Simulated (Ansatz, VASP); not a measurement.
# One calculation of LiCl, two programs

```
CELL_PARAMETERS angstrom
3.62713 0.00000 0.00000
1.81357 3.14119 0.00000
1.81357 1.04706 2.96154
ATOMIC_POSITIONS crystal
Cl 0.50000 0.50000 0.50000
Li 0.00000 0.00000 0.00000
```

Alike in both runs: task single point; functional PBE; k mesh 9 × 9 × 9; occupations gaussian, width 0.02 eV; no spin polarisation.

```csv
,VASP,Ansatz
version,VASP 6.6.1,Ansatz 0.2.0
potentials or method,"VASP PAW PBE potentials, release 64 (Cl, Li_sv)",Ansatz PAW
plane-wave cutoff (eV),750,420
valence electrons in the cell,10,10
```

|  | VASP | Ansatz | Ansatz less VASP |
| --- | --- | --- | --- |
| gap on the k mesh at the Fermi level (eV) | 6.33 | 6.33 | -0.006 |
| least direct gap on the mesh (eV) | 6.33 | 6.33 | -0.006 |
| pressure (GPa) | 0.3 | 0.4 | +0.08 |

Noted on Ansatz's run: odd divisions of the mesh miss points on the zone boundary, where band edges often lie, so the gap on the mesh can be too wide.
